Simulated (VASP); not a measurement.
Here is a VASP 6.6.1 calculation.

The input INCAR:

```
PREC = Accurate
ENCUT = 520
EDIFF = 1E-6
ISMEAR = 0
SIGMA = 0.02
LREAL = False
LASPH = True
NELM = 60
ALGO = Normal
ISIF = 2
LWAVE = False
LCHARG = False
GGA = PE
NBANDS = 14
```

File KPOINTS:

```
Automatic mesh
0
Gamma
  8 8 8
```

File POSCAR:

```
NaCl
1.0
    0.0000000000      2.9272082925      2.9272082925
    2.9272082925      0.0000000000      2.9272082925
    2.9272082925      2.9272082925      0.0000000000
Na Cl
1 1
Direct
    0.0000000000      0.0000000000      0.0000000000
    0.5000000000      0.5000000000      0.5000000000
```

Potentials or basis: VASP PAW PBE potentials, release 64 (Na_pv, Cl).

Command:

```sh
$ cat potpaw_PBE.64/Na_pv/POTCAR potpaw_PBE.64/Cl/POTCAR > POTCAR
$ mpirun -np 1 vasp_std > vasp.out
```

**Question.** What does it give for the pressure?

**Answer.** -1.6 GPa.

**Question.** What does it give for the band gap on the k mesh?

**Answer.** 4.71 eV.

Caveat: the cell differs from its parent crystal (strained). A k mesh can miss the band edges.
